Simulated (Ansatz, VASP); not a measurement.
# TiAl: VASP beside Ansatz

```xyz
2
Lattice="3.1286 0.0000 0.0000 0.0000 3.1286 0.0000 0.0000 0.0000 3.1286" Properties=species:S:1:pos:R:3 pbc="T T T"
Ti    0.0000    0.0000    0.0000
Al    1.5643    1.5643    1.5643
```

Alike in both runs: functional LDA; k mesh 10 × 10 × 10; occupations fermi-dirac, width 0.15 eV; no spin polarisation.

Ansatz relaxed the structure, and its values are those at the end. VASP's run is a single point on that final structure, the one shown.

```csv
,VASP,Ansatz
version,VASP 6.6.1,Ansatz 0.2.0
potentials or method,"VASP PAW LDA potentials, release 64 (Ti_sv, Al), cutoff 520 eV","scalar-relativistic, plane waves, PAW"
valence electrons in the cell,15,15
```

|  | VASP | Ansatz | Ansatz less VASP |
| --- | --- | --- | --- |
| gap on the k mesh at the Fermi level (eV) | none | none | - |
| pressure (GPa) | 0.2 | 0.0 | -0.17 |

Ansatz warns that its potentials were made for another functional, while VASP's fit it. LDA's correlation is that of Perdew and Zunger in VASP and of Perdew and Wang (1992) in Ansatz. A gap of «none» marks a metal or a gap that the smearing closes.
